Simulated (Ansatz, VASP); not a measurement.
# One calculation of SiN2, two programs

```xyz
6
Lattice="-2.3106 2.3106 4.8925 2.3106 -2.3106 4.8925 2.3106 2.3106 -4.8925" Properties=species:S:1:pos:R:3 pbc="T T T"
Si    0.0000    0.0000    0.0000
Si    0.0000    2.3106    2.4463
N     0.0001    1.1553    1.2231
N     1.1553    2.3107    3.6694
N    -1.1553    2.3105    3.6694
N    -0.0001    3.4659    1.2231
```

Alike in both runs: functional PBE; k mesh 10 × 10 × 10; occupations gaussian, width 0.1 eV; no spin polarisation.

Ansatz relaxed the structure, and its values are those at the end. VASP's run is a single point on that final structure, the one shown.

|  | VASP | Ansatz |
| --- | --- | --- |
| version | VASP 6.6.1 | Ansatz 0.2.0 |
| potentials or method | VASP PAW PBE potentials, release 64 (Si, N), cutoff 520 eV | scalar-relativistic, plane waves, PAW |
| valence electrons in the cell | 28 | 28 |

VASP gave:

```
gap on the k mesh at the Fermi level (eV) : none
pressure (GPa)                            : -0.3
```

Problem. Which values does Ansatz return?

Solution. gap on the k mesh at the Fermi level (eV): none; pressure (GPa): 0.0.

A gap of «none» marks a metal or a gap that the smearing closes.
